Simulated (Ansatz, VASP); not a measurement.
## One calculation of ZnO, two programs

File POSCAR:

```
ZnO
1.0
   -3.2849053426      3.2849053426      3.2849053426
    3.2849053426     -3.2849053426      3.2849053426
    3.2849053426      3.2849053426     -3.2849053426
Zn O
6 6
Direct
    0.1250000000      0.7500000000      0.8750000000
    0.6250000000      0.3750000000      0.2500000000
    0.7500000000      0.8750000000      0.1250000000
    0.8750000000      0.1250000000      0.7500000000
    0.3750000000      0.2500000000      0.6250000000
    0.2500000000      0.6250000000      0.3750000000
    0.7500000000      0.3750000000      0.6250000000
    0.1250000000      0.8750000000      0.2500000000
    0.2500000000      0.1250000000      0.8750000000
    0.3750000000      0.6250000000      0.7500000000
    0.8750000000      0.2500000000      0.1250000000
    0.6250000000      0.7500000000      0.3750000000
```

File INCAR.step1:

```
ALGO     = Normal         # electronic algorithm
EDIFF    = 1E-4           # SCF threshold, eV
ENCUT    = 520            # plane-wave cutoff, eV
GGA      = PE             # functional
ISMEAR   = 0              # smearing method
LASPH    = True           # aspherical terms in the spheres
LCHARG   = False          # write CHGCAR
LREAL    = False          # projectors in reciprocal space
LWAVE    = True           # write WAVECAR
NBANDS   = 66             # bands
NELM     = 100            # most SCF steps
PREC     = Accurate       # precision mode
SIGMA    = 0.02           # smearing width, eV
```

File INCAR.step2:

```
ALGO     = Normal         # electronic algorithm
EDIFF    = 1E-7           # SCF threshold, eV
ENCUT    = 520            # plane-wave cutoff, eV
ISIF     = 2              # what is computed and relaxed
ISMEAR   = 0              # smearing method
ISTART   = 1            
LASPH    = True           # aspherical terms in the spheres
LCHARG   = True           # write CHGCAR
LELF     = True           # ELF
LMIXTAU  = True         
LREAL    = False          # projectors in reciprocal space
LVHAR    = True         
LWAVE    = False          # write WAVECAR
METAGGA  = R2SCAN         # meta-GGA
NBANDS   = 66             # bands
NELM     = 100            # most SCF steps
PREC     = Accurate       # precision mode
SIGMA    = 0.02           # smearing width, eV
```

The input KPOINTS:

```
k-points
0
Gamma
  8 8 8
```

Input for Ansatz:

```yaml
crystal:
  lattice:
    - [-3.2849053426, 3.2849053426, 3.2849053426]
    - [3.2849053426, -3.2849053426, 3.2849053426]
    - [3.2849053426, 3.2849053426, -3.2849053426]
  atoms:
    - { symbol: Zn, position: [0.125, 0.75, 0.875] }
    - { symbol: Zn, position: [0.625, 0.375, 0.25] }
    - { symbol: Zn, position: [0.75, 0.875, 0.125] }
    - { symbol: Zn, position: [0.875, 0.125, 0.75] }
    - { symbol: Zn, position: [0.375, 0.25, 0.625] }
    - { symbol: Zn, position: [0.25, 0.625, 0.375] }
    - { symbol: O, position: [0.75, 0.375, 0.625] }
    - { symbol: O, position: [0.125, 0.875, 0.25] }
    - { symbol: O, position: [0.25, 0.125, 0.875] }
    - { symbol: O, position: [0.375, 0.625, 0.75] }
    - { symbol: O, position: [0.875, 0.25, 0.125] }
    - { symbol: O, position: [0.625, 0.75, 0.375] }
basis:
  ecutwfc: 500
kpoints:
  mp_grid: { grid: [8, 8, 8] }
  band_path:
    path:
      - [[0.0, 0.0, 0.0], [0.5, -0.5, 0.5], [0.0, 0.0, 0.5], [0.0, 0.0, 0.0], [0.25, 0.25, 0.25], [0.5, -0.5, 0.5]]
      - [[0.25, 0.25, 0.25], [0.0, 0.0, 0.5]]
    npoints: 10
hamiltonian:
  xc: r2scan
scf:
  occupations: { method: gaussian, width: 0.02 }
  n_extra_bands: 30
output:
  forces: true
  stress: true
  eigenvalues: true
  populations: true
  dos: { projected: true, de: 0.02, nscf_kmesh: { grid: [12, 12, 12] } }
  bader: false
  write_density: true
  write_potential: true
  elf: true
  volumetric_format: npy
```

Alike in both runs: task single point; functional r2SCAN; k mesh 8 × 8 × 8; occupations gaussian, width 0.02 eV; no spin polarisation.

```csv
,VASP,Ansatz
version,VASP 6.6.1,Ansatz 0.2.0
potentials or method,"VASP PAW PBE potentials, release 64 (Zn, O), cutoff 520 eV","scalar-relativistic, plane waves, PAW"
valence electrons in the cell,108,108
```

VASP gave:

```
gap on the k mesh at the Fermi level (eV) : 0.88
least direct gap on the mesh (eV)         : 0.88
pressure (GPa)                            : -5.3
```

Q: Which values does Ansatz return?

A: gap on the k mesh at the Fermi level (eV): 0.88; least direct gap on the mesh (eV): 0.88; pressure (GPa): -6.1.

VASP's potentials were made for PBE, not for r2SCAN. With one functional, cell and mesh, what is left measures potentials, basis and numerics.
